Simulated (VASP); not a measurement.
# FeSi (P2_13) in VASP: electric field gradients with PBEsol

Aim: the electric field gradients of FeSi with PBEsol.

All numbers are computed with VASP 6.6.1; they aren't measurements. Logs are shortened: lines on timing, memory, paths and dates and some standing lists are left out, and cuts for length are marked.

**1. The cell of the first run**

The structure is cubic, space group P2_13 (No. 198). Conventional cell: a = 4.403 Å, b = 4.403 Å, c = 4.403 Å, α = 90.00°, β = 90.00°, γ = 90.00°. Within 3.0 Å of Fe (site symmetry 3) lie 7 Si at 2.26 to 2.47 Å and 6 Fe at 2.70 Å. Within 3.0 Å of Si (site symmetry 3) lie 7 Fe at 2.26 to 2.47 Å and 6 Si at 2.73 Å.

**2. Electric field gradients, PBEsol**

File INCAR:

```
  PREC = Accurate
  ENCUT = 520
  EDIFF = 1E-8
  ISMEAR = 0
  SIGMA = 0.01
  LREAL = F
  LASPH = T
  NELM = 100
  ALGO = Normal
  ISIF = 2
  LWAVE = F
  LCHARG = F
  GGA = PS
  LEFG = T
  NBANDS = 34
```

File KPOINTS:

```
regular mesh
0
Gamma
  8 8 8
```

File POSCAR:

```
FeSi
1.0
    4.4033431758      0.0000000000      0.0000000000
    0.0000000000      4.4033431758      0.0000000000
    0.0000000000      0.0000000000      4.4033431758
Fe Si
4 4
Direct
    0.1368676577      0.1368676577      0.1368676577
    0.3631323423      0.8631323423      0.6368676577
    0.6368676577      0.3631323423      0.8631323423
    0.8631323423      0.6368676577      0.3631323423
    0.8409920574      0.8409920574      0.8409920574
    0.6590079426      0.1590079426      0.3409920574
    0.3409920574      0.6590079426      0.1590079426
    0.1590079426      0.3409920574      0.6590079426
```

Potentials or basis: VASP PAW PBE potentials, release 64 (Fe, Si).

Launch:

```
$ cat potpaw_PBE.64/Fe/POTCAR potpaw_PBE.64/Si/POTCAR > POTCAR
$ mpirun -np 1 vasp_std > vasp.out
```

OUTCAR:

```text
PREC = Accurate
   ENCUT = 520
   EDIFF = 1E-8
   ISMEAR = 0
   LREAL = F
   LASPH = T
   NELM = 100
   ISIF = 2
   GGA = PS

 ion  position               nearest neighbor table
   1  0.137  0.137  0.137-   5 2.26   6 2.29   7 2.29   8 2.29   7 2.47   8 2.47   6 2.47   3 2.70
                             4 2.70   2 2.70   2 2.70   4 2.70   3 2.70
   2  0.363  0.863  0.637-   6 2.26   5 2.29   7 2.29   8 2.29   7 2.47   8 2.47   5 2.47   1 2.70
                             1 2.70   3 2.70   3 2.70   4 2.70   4 2.70
   3  0.637  0.363  0.863-   7 2.26   6 2.29   5 2.29   8 2.29   8 2.47   6 2.47   5 2.47   1 2.70
                             4 2.70   2 2.70   2 2.70   4 2.70   1 2.70
   4  0.863  0.637  0.363-   8 2.26   6 2.29   7 2.29   5 2.29   6 2.47   5 2.47   7 2.47   1 2.70
                             3 2.70   2 2.70   1 2.70   2 2.70   3 2.70
   5  0.841  0.841  0.841-   1 2.26   2 2.29   3 2.29   4 2.29   3 2.47   4 2.47   2 2.47   6 2.73
                             7 2.73   8 2.73   6 2.73   8 2.73   7 2.73
   6  0.659  0.159  0.341-   2 2.26   1 2.29   3 2.29   4 2.29   3 2.47   4 2.47   1 2.47   8 2.73
                             5 2.73   5 2.73   7 2.73   7 2.73   8 2.73
   7  0.341  0.659  0.159-   3 2.26   2 2.29   1 2.29   4 2.29   4 2.47   2 2.47   1 2.47   8 2.73
                             5 2.73   8 2.73   6 2.73   6 2.73   5 2.73
   8  0.159  0.341  0.659-   4 2.26   2 2.29   3 2.29   1 2.29   2 2.47   1 2.47   3 2.47   7 2.73
                             5 2.73   7 2.73   5 2.73   6 2.73   6 2.73

  LATTYP: Found a simple cubic cell.
 ALAT       =     4.4033431758

  Lattice vectors:

 A1 = (   4.4033431758,   0.0000000000,   0.0000000000)
 A2 = (   0.0000000000,   4.4033431758,   0.0000000000)
 A3 = (   0.0000000000,   0.0000000000,   4.4033431758)

Analysis of symmetry for initial positions (statically):
=====================================================================
 Subroutine PRICEL returns:
 Original cell was already a primitive cell.

 Routine SETGRP: Setting up the symmetry group for a
 simple cubic supercell.

 Subroutine GETGRP returns: Found 12 space group operations
 (whereof  3 operations were pure point group operations)
 out of a pool of 48 trial point group operations.

The static configuration has the point symmetry C_3 .
 The point group associated with its full space group is T   .

Analysis of symmetry for dynamics (positions and initial velocities):
[... 1068 lines left out ...]
 [... further k-points ...]
[... 5 lines left out ...]
  --------------------------------------------------------------------------------------
  -------------------------------------------------------------------------------------
  Total        0.3401721      0.3401721      0.3401721     -0.0000000     -0.0000000     -0.0000000
  in kB        6.3835408      6.3835408      6.3835408     -0.0000000     -0.0000000     -0.0000000
  external PRESSURE =       6.3835408 kB  Pullay stress =       0.0000000 kB

 VOLUME and BASIS-vectors are now :
 -----------------------------------------------------------------------------
  energy-cutoff  :      520.00
  volume of cell :       85.38
      direct lattice vectors                 reciprocal lattice vectors
     4.403343176  0.000000000  0.000000000     0.227100174  0.000000000  0.000000000
     0.000000000  4.403343176  0.000000000     0.000000000  0.227100174  0.000000000
     0.000000000  0.000000000  4.403343176     0.000000000  0.000000000  0.227100174

 POSITION                                       TOTAL-FORCE (eV/Angst)
 -----------------------------------------------------------------------------------
      0.60268      0.60268      0.60268         0.026493      0.026493      0.026493
      1.59900      3.80067      2.80435        -0.026493     -0.026493      0.026493
      2.80435      1.59900      3.80067         0.026493     -0.026493     -0.026493
      3.80067      2.80435      1.59900        -0.026493      0.026493     -0.026493
      3.70318      3.70318      3.70318         0.003758      0.003758      0.003758
      2.90184      0.70017      1.50151        -0.003758     -0.003758      0.003758
      1.50151      2.90184      0.70017         0.003758     -0.003758     -0.003758
      0.70017      1.50151      2.90184        -0.003758      0.003758     -0.003758
 -----------------------------------------------------------------------------------
    total drift:                               -0.000001     -0.000001     -0.000000

  FREE ENERGIE OF THE ION-ELECTRON SYSTEM (eV)
  ---------------------------------------------------
  free  energy   TOTEN  =       -63.8219255035 eV

  energy  without entropy=      -63.8219255035  energy(sigma->0) =      -63.82192550

 Electric field gradients (V/A^2)
---------------------------------------------------------------------
 ion       V_xx      V_yy      V_zz      V_xy      V_xz      V_yz
---------------------------------------------------------------------
   1      -0.000    -0.000     0.000    23.337    23.337    23.337
   2      -0.000    -0.000     0.000    23.337   -23.337   -23.337
   3      -0.000    -0.000     0.000   -23.337   -23.337    23.337
   4       0.000    -0.000     0.000   -23.337    23.337   -23.337
   5       0.000    -0.000    -0.000   -16.529   -16.529   -16.529
   6       0.000    -0.000    -0.000   -16.529    16.529    16.529
   7       0.000    -0.000    -0.000    16.529    16.529   -16.529
   8       0.000    -0.000    -0.000    16.529   -16.529    16.529
---------------------------------------------------------------------

 Electric field gradients after diagonalization (V/A^2)
 (convention: |V_zz| > |V_xx| > |V_yy|)
----------------------------------------------------------------------
 ion       V_xx      V_yy      V_zz     asymmetry (V_yy - V_xx)/ V_zz
----------------------------------------------------------------------
   1     -23.337   -23.337    46.673       0.000
   2     -23.337   -23.337    46.673       0.000
   3     -23.337   -23.337    46.673       0.000
   4     -23.337   -23.337    46.673       0.000
   5      16.529    16.529   -33.058       0.000
   6      16.529    16.529   -33.058       0.000
   7      16.529    16.529   -33.058       0.000
   8      16.529    16.529   -33.058       0.000
----------------------------------------------------------------------

           NMR quadrupolar parameters

 Cq : quadrupolar parameter    Cq=e*Q*V_zz/h
 eta: asymmetry parameters     (V_yy - V_xx)/ V_zz
 Q  : nuclear electric quadrupole moment in mb (millibarn)
----------------------------------------------------------------------
 ion       Cq(MHz)       eta       Q (mb)
----------------------------------------------------------------------
   1       0.113       0.000       1.000
   2       0.113       0.000       1.000
   3       0.113       0.000       1.000
   4       0.113       0.000       1.000
   5      -0.080       0.000       1.000
   6      -0.080       0.000       1.000
   7      -0.080       0.000       1.000
   8      -0.080       0.000       1.000
----------------------------------------------------------------------
```

OSZICAR:

```text
N       E                     dE             d eps       ncg     rms          rms(c)
DAV:   1     0.347560908047E+03    0.34756E+03   -0.19732E+04  3060   0.159E+03
DAV:   2    -0.406214339887E+02   -0.38818E+03   -0.36751E+03  3060   0.368E+02
DAV:   3    -0.707320684573E+02   -0.30111E+02   -0.27211E+02  3462   0.121E+02
DAV:   4    -0.722809991978E+02   -0.15489E+01   -0.15265E+01  4624   0.259E+01
DAV:   5    -0.723036793003E+02   -0.22680E-01   -0.22658E-01  4246   0.351E+00    0.347E+01
DAV:   6    -0.765239042087E+02   -0.42202E+01   -0.15273E+02  4612   0.148E+02    0.305E+01
DAV:   7    -0.640879276553E+02    0.12436E+02   -0.58288E+01  4232   0.106E+02    0.966E+00
DAV:   8    -0.639427460489E+02    0.14518E+00   -0.39965E+00  4260   0.134E+01    0.328E+00
DAV:   9    -0.638345217509E+02    0.10822E+00   -0.30490E-01  4882   0.595E+00    0.133E+00
DAV:  10    -0.638225107017E+02    0.12011E-01   -0.22201E-02  4392   0.114E+00    0.382E-01
DAV:  11    -0.638220666796E+02    0.44402E-03   -0.19090E-03  4450   0.406E-01    0.189E-01
DAV:  12    -0.638219294922E+02    0.13719E-03   -0.25460E-04  4486   0.161E-01    0.661E-02
DAV:  13    -0.638219292308E+02    0.26140E-06   -0.76277E-05  4830   0.556E-02    0.452E-02
DAV:  14    -0.638219255908E+02    0.36400E-05   -0.15385E-05  3960   0.249E-02    0.750E-03
DAV:  15    -0.638219255783E+02    0.12518E-07   -0.12519E-06  4382   0.109E-02    0.211E-03
DAV:  16    -0.638219255092E+02    0.69091E-07   -0.68762E-08  3776   0.340E-03    0.486E-04
DAV:  17    -0.638219255035E+02    0.57385E-08   -0.44525E-09  1770   0.596E-04
   1 F= -.63821926E+02 E0= -.63821926E+02  d E =-.259681E-12
```

Wall time 82 s (1 thread of Intel Xeon 6975P-C (Granite Rapids), shared host); peak memory 0.25 GiB.

What came out:

```
Free energy                             : -63.8219 eV
Pressure                                : 0.6 GPa
Largest force                           : 0.046 eV/Å
Band gap on the k mesh                  : 0.14 eV (least direct gap 0.16 eV)
Largest electric field gradient by atom : Fe +46.7; Si -33.1 V/Å²
```

Forces in eV/Å, atoms in the order of the input:
```
Fe   0.026  0.026  0.026
Fe  -0.026 -0.026  0.026
Fe   0.026 -0.026 -0.026
Fe  -0.026  0.026 -0.026
Si   0.004  0.004  0.004
Si  -0.004 -0.004  0.004
Si   0.004 -0.004 -0.004
Si  -0.004  0.004 -0.004
```

Electric field gradients, principal values (V/Å²):
```tsv
atom	least	middle	greatest (by size)
1 Fe	-23.337	-23.337	46.673
2 Fe	-23.337	-23.337	46.673
3 Fe	-23.337	-23.337	46.673
4 Fe	-23.337	-23.337	46.673
5 Si	16.529	16.529	-33.058
6 Si	16.529	16.529	-33.058
7 Si	16.529	16.529	-33.058
8 Si	16.529	16.529	-33.058
```

Caveat: without QUAD_EFG the Cq values of the log hold for a quadrupole moment of 1 mb, not for the nuclei; the PAW data sets were made with another functional, which shifts forces and pressure a little. Spin polarisation is off, so any magnetic state and its effect on volume and gap are missing.
